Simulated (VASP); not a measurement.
Write the native input for VASP 6.6.1 that does the following.

| Property | Result |
| --- | --- |
| Task | single point |
| Functional | PBE |
| Potentials or basis | VASP PAW PBE potentials, release 64 (As) |
| Cutoff | 520 eV |
| k mesh | 7 × 7 × 9 |
| Occupations | gaussian, width 0.012 eV |
| Spin | no spin polarisation |
| Dipole correction | no |
| Further INCAR settings | ALGO = Normal; EDIFF = 1e-06; NBANDS = 12 |

The structure of As lies in POSCAR:

```
As
1.0
    4.5664000000      0.0000000000      0.0000000000
   -2.2832000000      3.9546200000      0.0000000000
    0.0000000000      0.0000000000      2.8337400000
As
2
Direct
    0.3333300000      0.6666700000      0.0000000000
    0.6666700000      0.3333300000      0.0000000000
```

This isn't the form of As at room conditions, which is rhombohedral.

These files were run (other wordings do the same):

INCAR

```
SYSTEM = As
PREC = Accurate
ENCUT = 520
EDIFF = 1E-6
ISMEAR = 0
SIGMA = 0.012
LREAL = .FALSE.
LASPH = .TRUE.
NELM = 80
ALGO = Normal
ISIF = 2
LWAVE = .FALSE.
LCHARG = .TRUE.
GGA = PE
LELF = .TRUE.
LVHAR = .TRUE.
NBANDS = 12
```

KPOINTS

```
Automatic mesh
0
G
  7 7 9
  0 0 0
```

Potentials or basis: VASP PAW PBE potentials, release 64 (As).

Command:

```sh
$ cat potpaw_PBE.64/As/POTCAR > POTCAR
$ mpirun -np 1 vasp_std > vasp.out
```

It gave:

* Pressure: 0.1 GPa
* Band gap on the k mesh: zero (bands 5 and 6 overlap by 3.51 eV)

It took 58 s on 1 thread of Intel Xeon 8259CL, on a shared host, peak memory 0.2 GiB.
